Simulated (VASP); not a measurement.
# Rh (Fm-3m) in VASP: a series of runs

Runs on Rh. Level: r2SCAN. Tasks: single point.

All numbers are computed with VASP 6.6.1; they aren't measurements. Logs are shortened: lines on timing, memory, paths and dates and some standing lists are left out, and cuts for length are marked.

## (1) The cell of the first run

Symmetry: Fm-3m, No. 225, cubic system. Conventional cell: a = 3.806 Å, b = 3.806 Å, c = 3.806 Å, α = 90.00°, β = 90.00°, γ = 90.00°. Within 3.5 Å of Rh (site symmetry m-3m) lie 12 Rh at 2.69 Å.

## (2) Single point, r2SCAN

File POSCAR:

```
Rh
1.0
    0.0000000000      1.9029860900      1.9029860900
    1.9029860900      0.0000000000      1.9029860900
    1.9029860900      1.9029860900      0.0000000000
Rh
1
Direct
    0.0000000000      0.0000000000      0.0000000000
```

File INCAR.step1:

```
SYSTEM = Rh
ALGO     = Normal         ! electronic algorithm
EDIFF    = 1E-4           ! SCF threshold, eV
ENCUT    = 520            ! plane-wave cutoff, eV
GGA      = PE             ! functional
ISMEAR   = 0              ! smearing method
LASPH    = .TRUE.         ! aspherical terms in the spheres
LCHARG   = .FALSE.        ! write CHGCAR
LREAL    = .FALSE.        ! projectors in reciprocal space
LWAVE    = .TRUE.         ! write WAVECAR
NBANDS   = 14             ! bands
NELM     = 60             ! most SCF steps
PREC     = Accurate       ! precision mode
SIGMA    = 0.1            ! smearing width, eV
```

File INCAR.step2:

```
SYSTEM = Rh
ALGO     = Normal         ! electronic algorithm
EDIFF    = 1E-6           ! SCF threshold, eV
ENCUT    = 520            ! plane-wave cutoff, eV
ISIF     = 2              ! what is computed and relaxed
ISMEAR   = 0              ! smearing method
ISTART   = 1            
LASPH    = .TRUE.         ! aspherical terms in the spheres
LCHARG   = .FALSE.        ! write CHGCAR
LMIXTAU  = .TRUE.       
LREAL    = .FALSE.        ! projectors in reciprocal space
LWAVE    = .FALSE.        ! write WAVECAR
METAGGA  = R2SCAN         ! meta-GGA
NBANDS   = 14             ! bands
NELM     = 60             ! most SCF steps
PREC     = Accurate       ! precision mode
SIGMA    = 0.1            ! smearing width, eV
```

File KPOINTS:

```
k-points
0
G
  8 8 8
  0 0 0
```

Potentials or basis: VASP PAW PBE potentials, release 64 (Rh_pv).

The run is started by

```sh
$ cat potpaw_PBE.64/Rh_pv/POTCAR > POTCAR
$ cp INCAR.step1 INCAR
$ mpirun -np 1 vasp_std > vasp.out
$ cp INCAR.step2 INCAR
$ mpirun -np 1 vasp_std > vasp.out
```

OUTCAR:

```text
SYSTEM = Rh
   EDIFF = 1E-6
   ENCUT = 520
   ISIF = 2
   ISMEAR = 0
   ISTART = 1
   LASPH = .TRUE.
   LREAL = .FALSE.
   METAGGA = R2SCAN
   NELM = 60
   PREC = Accurate

 ion  position               nearest neighbor table
   1  0.000  0.000  0.000-

  LATTYP: Found a face centered cubic cell.
 ALAT       =     3.8059721800

  Lattice vectors:

 A1 = (   0.0000000000,   1.9029860900,   1.9029860900)
 A2 = (   1.9029860900,   0.0000000000,   1.9029860900)
 A3 = (   1.9029860900,   1.9029860900,   0.0000000000)

Analysis of symmetry for initial positions (statically):
=====================================================================
 Subroutine PRICEL returns:
 Original cell was already a primitive cell.

 Routine SETGRP: Setting up the symmetry group for a
 face centered cubic supercell.

 Subroutine GETGRP returns: Found 48 space group operations
 (whereof 48 operations were pure point group operations)
 out of a pool of 48 trial point group operations.

The static configuration has the point symmetry O_h .

Analysis of symmetry for dynamics (positions and initial velocities):
=====================================================================
 Subroutine PRICEL returns:
 Original cell was already a primitive cell.

 Routine SETGRP: Setting up the symmetry group for a
 face centered cubic supercell.

 Subroutine GETGRP returns: Found 48 space group operations
 (whereof 48 operations were pure point group operations)
 out of a pool of 48 trial point group operations.

The dynamic configuration has the point symmetry O_h .

 Subroutine INISYM returns: Found 48 space group operations
 (whereof 48 operations are pure point group operations),
 and found     1 'primitive' translations

----------------------------------------------------------------------------------------

                                     Primitive cell

  volume of cell :      13.7828

  direct lattice vectors                    reciprocal lattice vectors
     0.000000000  1.902986090  1.902986090    -0.262744958  0.262744958  0.262744958
     1.902986090  0.000000000  1.902986090     0.262744958 -0.262744958  0.262744958
     1.902986090  1.902986090  0.000000000     0.262744958  0.262744958 -0.262744958

  length of vectors
     2.691228737  2.691228737  2.691228737     0.455087616  0.455087616  0.455087616

  position of ions in fractional coordinates (direct lattice)
     0.000000000  0.000000000  0.000000000

  ion indices of the primitive-cell ions
   primitive index   ion index
                 1           1

----------------------------------------------------------------------------------------

 KPOINTS: k-points

Automatic generation of k-mesh.
 Grid dimensions read from file:
 generate k-points for:    8    8    8

 Generating k-lattice:

  Cartesian coordinates                     Fractional coordinates (reciprocal lattice)
    -0.032843120  0.032843120  0.032843120     0.125000000  0.000000000  0.000000000
     0.032843120 -0.032843120  0.032843120     0.000000000  0.125000000  0.000000000
     0.032843120  0.032843120 -0.032843120     0.000000000  0.000000000  0.125000000

  Length of vectors
     0.056885952  0.056885952  0.056885952

  Shift w.r.t. Gamma in fractional coordinates (k-lattice)
     0.000000000  0.000000000  0.000000000

 Subroutine IBZKPT returns following result:
 ===========================================

 Found     29 irreducible k-points:

 Following reciprocal coordinates:
            Coordinates               Weight
  0.000000  0.000000  0.000000      1.000000
  0.125000  0.000000  0.000000      8.000000
  0.250000  0.000000  0.000000      8.000000
  0.375000  0.000000  0.000000      8.000000
  0.500000  0.000000  0.000000      4.000000
  0.125000  0.125000  0.000000      6.000000
[... 16 lines left out ...]
  0.500000  0.250000  0.125000     48.000000
 -0.375000  0.250000  0.125000     24.000000
 [... further k-points ...]
   k-points           NKPTS =     29   k-points in BZ     NKDIM =     29   number of bands    NBANDS=     14
   number of dos      NEDOS =    301   number of ions     NIONS =      1
   total plane-waves  NPLWV =   8000
   dimension x,y,z NGX =    20 NGY =   20 NGZ =   20
   dimension x,y,z NGXF=    40 NGYF=   40 NGZF=   40
   ions per type =               1
   NGX,Y,Z   is equivalent  to a cutoff of  12.35, 12.35, 12.35 a.u.
   NGXF,Y,Z  is equivalent  to a cutoff of  24.71, 24.71, 24.71 a.u.
 SYSTEM =  Rh
   PREC   = accura    normal or accurate (medium, high low for compatibility)
   ISTART =      1    job   : 0-new  1-cont  2-samecut
   ICHARG =      0    charge: 1-file 2-atom 10-const
   ISPIN  =      1    spin polarized calculation?
   LNONCOLLINEAR =      F non collinear calculations
   LSORBIT =      F    spin-orbit coupling
   LASPH  =      T    aspherical Exc in radial PAW
   ENCUT  =  520.0 eV  38.22 Ry    6.18 a.u.   5.00  5.00  5.00*2*pi/ulx,y,z
   NELM   =     60;   NELMIN=  2; NELMDL=  0     # of ELM steps
   EDIFF  = 0.1E-05   stopping-criterion for ELM
   LREAL  =      F    real-space projection
   EDIFFG = 0.1E-04   stopping-criterion for IOM
   NSW    =      0    number of steps for IOM
   IBRION =     -1    ionic relax: 0-MD 1-quasi-New 2-CG
   NFREE  =      0    steps in history (QN), initial steepest desc. (CG)
   ISIF   =      2    stress and relaxation
   ISYM   =      2    0-nonsym 1-usesym 2-fastsym
   POTIM  = 0.5000    time-step for ionic-motion
   TEBEG  =    0.0;   TEEND  =   0.0 temperature during run
   PSTRESS=    0.0 pullay stress
   NELECT =      15.0000    total number of electrons
   NUPDOWN=      -1.0000    fix difference up-down
   EMIN   =  10.00;   EMAX   =-10.00  energy-range for DOS
   EFERMI =   0.00;   METHOD = LEGACY
   ISMEAR =     0;   SIGMA  =   0.10  broadening in eV -4-tet -1-fermi 0-gaus
   EFERMI_NEDOS =   21; number of points for ismear=-14 and -15
   IALGO  =     38    algorithm
   IMIX   =      4    mixing-type and parameters
     AMIX     =   0.40;   BMIX     =  1.00
     AMIX_MAG =   1.60;   BMIX_MAG =  1.00
  volume/ion in A,a.u.               =      13.78        93.01
  Fermi-wavevector in a.u.,A,eV,Ry     =   1.683939  3.182183 38.581359  2.835650
  Thomas-Fermi vector in A             =   2.767050
   LORBIT       =      0    0 simple, 1 ext, 2 COOP (PROOUT), +10 PAW based schemes
   METAGGA = R2SCAN    functional components
   LHFCALC =     F    Hartree Fock is set to
   AEXX    =    0.0000 exact exchange contribution
   IVDW    =     0    specifies the selected vdW correction
   LEPSILON=     F    determine dielectric tensor
   LRPA    =     F    only Hartree local field effects (RPA)
 non-spin polarized calculation
 Gauss-broadening in eV      SIGMA  =   0.10
  energy-cutoff  :      520.00
  volume of cell :       13.78
 maximum number of plane-waves:       388
   NGX =  9   NGY =  9   NGZ =  9

 number of electron      15.0000007 magnetization

 Free energy of the ion-electron system (eV)
  ---------------------------------------------------
  ext. energy  EPLUGINS =         0.00000000
  ---------------------------------------------------
  free energy    TOTEN  =       -24.11351162 eV

  energy without entropy =      -24.10573870  energy(sigma->0) =      -24.10962516

 E-fermi :  11.7312     XC(G=0): -15.1752

 val. band max:       11.7120511537   @ k =  -0.3750   0.2500   0.0000
 cond. band min:      11.7839101597   @ k =   0.3750   0.0000   0.0000
 fundamental gap:      0.0718590060
 Fermi energy:        11.7312106986

 k-point     1 :       0.0000    0.0000    0.0000
  band No.  band energies     occupation
      1     -36.0604      2.00000
      2     -36.0604      2.00000
      3     -36.0604      2.00000
      4       3.5350      2.00000
      5       8.5520      2.00000
      6       8.5520      2.00000
      7       8.5520      2.00000
      8      10.6400      2.00000
      9      10.6400      2.00000
     10      28.3920      0.00000
     11      29.1594      0.00000
     12      34.1398      0.00000
     13      34.1399      0.00000
     14      34.1399      0.00000

 k-point     2 :       0.1250    0.0000    0.0000
  band No.  band energies     occupation
      1     -36.1784      2.00000
      2     -36.0763      2.00000
      3     -36.0763      2.00000
      4       4.1634      2.00000
      5       8.3088      2.00000
      6       8.7736      2.00000
      7       8.7736      2.00000
      8      10.5401      2.00000
      9      10.5401      2.00000
     10      29.1584      0.00000
     11      29.2254      0.00000
     12      31.5075      0.00000
     13      35.0540      0.00000
     14      35.0540      0.00000

 k-point     3 :       0.2500    0.0000    0.0000
  band No.  band energies     occupation
      1     -36.4580      2.00000
      2     -36.1146      2.00000
      3     -36.1145      2.00000
      4       5.3790      2.00000
      5       8.4450      2.00000
      6       8.9066      2.00000
      7       8.9066      2.00000
      8      10.8334      2.00000
      9      10.8334      2.00000
     10      27.5318      0.00000
     11      29.1594      0.00000
     12      30.0309      0.00000
     13      37.1740      0.00000
     14      37.1740      0.00000
[... 324 lines left out ...]
 k-point    23 :       0.5000    0.2500    0.1250
  band No.  band energies     occupation
      1     -36.6724      2.00000
      2     -36.3461      2.00000
      3     -36.2091      2.00000
      4       6.6306      2.00000
      5       7.6726      2.00000
      6       8.2555      2.00000
      7       9.9251      2.00000
      8      11.5874      1.95797
      9      15.0160      0.00000
     10      23.8968      0.00000
     11      28.2889      0.00000
     12      29.1586      0.00000
     13      30.2599      0.00000
     14      35.0877      0.00000

 k-point    24 :      -0.3750    0.2500    0.1250
  band No.  band energies     occupation
      1     -36.7354      2.00000
      2     -36.3733      2.00000
      3     -36.2338      2.00000
      4       6.5526      2.00000
      5       7.4184      2.00000
      6       8.9945      2.00000
      7       9.6174      2.00000
      8      12.1097      0.00000
      9      17.4114      0.00000
     10      20.5686      0.00000
     11      28.5002      0.00000
     12      29.1512      0.00000
     13      29.3046      0.00000
     14      33.8525      0.00000

 [... further k-points ...]
[... 5 lines left out ...]
  --------------------------------------------------------------------------------------
  -------------------------------------------------------------------------------------
  Total        0.0524390      0.0524390      0.0524390      0.0000000      0.0000000      0.0000000
  in kB        6.0957628      6.0957628      6.0957628      0.0000000      0.0000000      0.0000000
  external PRESSURE =       6.0957628 kB  Pullay stress =       0.0000000 kB

 VOLUME and BASIS-vectors are now :
 -----------------------------------------------------------------------------
  energy-cutoff  :      520.00
  volume of cell :       13.78
      direct lattice vectors                 reciprocal lattice vectors
     0.000000000  1.902986090  1.902986090    -0.262744958  0.262744958  0.262744958
     1.902986090  0.000000000  1.902986090     0.262744958 -0.262744958  0.262744958
     1.902986090  1.902986090  0.000000000     0.262744958  0.262744958 -0.262744958

 POSITION                                       TOTAL-FORCE (eV/Angst)
 -----------------------------------------------------------------------------------
      0.00000      0.00000      0.00000        -0.000000      0.000000      0.000000
 -----------------------------------------------------------------------------------
    total drift:                                0.000000      0.000000      0.000000

  FREE ENERGIE OF THE ION-ELECTRON SYSTEM (eV)
  ---------------------------------------------------
  free  energy   TOTEN  =       -24.1135116215 eV

  energy  without entropy=      -24.1057387023  energy(sigma->0) =      -24.10962516
```

Run time: 27 s. Hardware: 1 thread of Intel Xeon Platinum 8259CL at 2.50GHz (Skylake/Cascade Lake), shared host; peak memory 0.12 GiB.

What came out:

```yaml
Free_energy: -24.1135 eV
Pressure: 0.6 GPa
```

Levels at points of the mesh, in eV from the Fermi level:
| k point | band 4 | band 5 | band 6 | band 7 | band 8 | band 9 | band 10 | band 11 |
| --- | --- | --- | --- | --- | --- | --- | --- | --- |
| (0.00, 0.00, 0.00) | -8.20 | -3.18 | -3.18 | -3.18 | -1.09 | -1.09 | 16.66 | 17.43 |
| (0.50, 0.00, 0.00) | -6.34 | -3.30 | -3.30 | 0.57 | 0.57 | 0.87 | 9.03 | 16.23 |
| (0.50, 0.50, 0.00) | -6.55 | -6.18 | 0.49 | 1.03 | 1.03 | 3.44 | 12.82 | 13.95 |

Caveat: the PAW data sets were made with another functional, which shifts forces and pressure a little.

## (3) Single point, r2SCAN

This run uses another cell than the first one, of 13.72 Å³/atom, 0.995 times its volume.

File POSCAR:

```
Rh
1.0
    0.0000000000      1.8999666571      1.8999666571
    1.8999666571      0.0000000000      1.8999666571
    1.8999666571      1.8999666571      0.0000000000
Rh
1
Direct
    0.0000000000      0.0000000000      0.0000000000
```

File INCAR.step1:

```
  ALGO = Normal
  EDIFF = 1E-4
  ENCUT = 520
  GGA = PE
  ISMEAR = 0
  LASPH = True
  LCHARG = False
  LREAL = False
  LWAVE = True
  NBANDS = 14
  NELM = 100
  PREC = Accurate
  SIGMA = 0.1
```

File INCAR.step2:

```
  ALGO = Normal
  EDIFF = 1E-7
  ENCUT = 520
  ISIF = 2
  ISMEAR = 0
  ISTART = 1
  LASPH = True
  LCHARG = True
  LELF = True
  LMIXTAU = True
  LREAL = False
  LVHAR = True
  LWAVE = False
  METAGGA = R2SCAN
  NBANDS = 14
  NELM = 100
  PREC = Accurate
  SIGMA = 0.1
```

File KPOINTS:

```
k-points
0
Gamma
  24 24 24
```

Potentials or basis: VASP PAW PBE potentials, release 64 (Rh_pv).

The run is started by

```sh
$ cat potpaw_PBE.64/Rh_pv/POTCAR > POTCAR
$ cp INCAR.step1 INCAR
$ mpirun -np 1 vasp_std > vasp.out
$ cp INCAR.step2 INCAR
$ mpirun -np 1 vasp_std > vasp.out
```

OUTCAR:

```text
EDIFF = 1E-7
   ENCUT = 520
   ISIF = 2
   ISMEAR = 0
   ISTART = 1
   LASPH = True
   LREAL = False
   METAGGA = R2SCAN
   NELM = 100
   PREC = Accurate

 ion  position               nearest neighbor table
   1  0.000  0.000  0.000-

  LATTYP: Found a face centered cubic cell.
 ALAT       =     3.7999333142

  Lattice vectors:

 A1 = (   0.0000000000,   1.8999666571,   1.8999666571)
 A2 = (   1.8999666571,   0.0000000000,   1.8999666571)
 A3 = (   1.8999666571,   1.8999666571,   0.0000000000)

Analysis of symmetry for initial positions (statically):
[... 579 lines left out ...]
      9      13.0053      0.00000
     10      21.4993      0.00000
     11      28.2828      0.00000
     12      29.1509      0.00000
     13      34.0575      0.00000
     14      34.3496      0.00000

 [... further k-points ...]
[... 5 lines left out ...]
  --------------------------------------------------------------------------------------
  -------------------------------------------------------------------------------------
  Total        0.1005311      0.1005311      0.1005311     -0.0000000      0.0000000      0.0000000
  in kB       11.7420310     11.7420310     11.7420310     -0.0000000      0.0000000      0.0000000
  external PRESSURE =      11.7420310 kB  Pullay stress =       0.0000000 kB

 VOLUME and BASIS-vectors are now :
 -----------------------------------------------------------------------------
  energy-cutoff  :      520.00
  volume of cell :       13.72
      direct lattice vectors                 reciprocal lattice vectors
     0.000000000  1.899966657  1.899966657    -0.263162513  0.263162513  0.263162513
     1.899966657  0.000000000  1.899966657     0.263162513 -0.263162513  0.263162513
     1.899966657  1.899966657  0.000000000     0.263162513  0.263162513 -0.263162513

 POSITION                                       TOTAL-FORCE (eV/Angst)
 -----------------------------------------------------------------------------------
      0.00000      0.00000      0.00000         0.000000      0.000000      0.000000
 -----------------------------------------------------------------------------------
    total drift:                                0.000000      0.000000      0.000000

  FREE ENERGIE OF THE ION-ELECTRON SYSTEM (eV)
  ---------------------------------------------------
  free  energy   TOTEN  =       -24.1405093864 eV

  energy  without entropy=      -24.1348253421  energy(sigma->0) =      -24.13766736
```

OSZICAR.step1:

```text
N       E                     dE             d eps       ncg     rms          rms(c)
DAV:   1     0.120269804207E+03    0.12027E+03   -0.87292E+03 11584   0.114E+03
DAV:   2    -0.616890129911E+01   -0.12644E+03   -0.12072E+03 12830   0.341E+02
DAV:   3    -0.774950138802E+01   -0.15806E+01   -0.15782E+01 13850   0.419E+01
DAV:   4    -0.775531319025E+01   -0.58118E-02   -0.58115E-02 13262   0.261E+00
DAV:   5    -0.775536350975E+01   -0.50320E-04   -0.50320E-04 13514   0.215E-01    0.102E+01
DAV:   6    -0.727584057286E+01    0.47952E+00   -0.80119E-01 12164   0.124E+01    0.357E+00
DAV:   7    -0.725896925719E+01    0.16871E-01   -0.17777E-02 13514   0.165E+00    0.167E+00
DAV:   8    -0.725559976463E+01    0.33695E-02   -0.34220E-03 12200   0.786E-01    0.212E-01
DAV:   9    -0.725545081405E+01    0.14895E-03   -0.95153E-05  7876   0.137E-01    0.111E-02
DAV:  10    -0.725545222110E+01   -0.14070E-05   -0.59010E-06  5866   0.301E-02
   1 F= -.72554522E+01 E0= -.72525743E+01  d E =-.575586E-02
```

Run time: 5.8 min. Hardware: 1 thread of Intel Xeon Platinum 8259CL at 2.50GHz (Skylake/Cascade Lake), shared host; peak memory 0.18 GiB.

Results:

- Free energy: -24.1405 eV
- Pressure: 1.2 GPa

Levels at points of the mesh, in eV from the Fermi level:
```tsv
k point	band 5	band 6	band 7	band 8	band 9	band 10
(0.00, 0.00, 0.00)	-3.18	-3.18	-3.18	-1.07	-1.07	16.72
(0.50, 0.00, 0.00)	-3.30	-3.30	0.59	0.59	0.90	9.11
(0.50, 0.50, 0.00)	-6.19	0.52	1.05	1.05	3.49	12.91
```

Caveat: the PAW data sets were made with another functional, which shifts forces and pressure a little.

(Continued in part 2 of 2.)
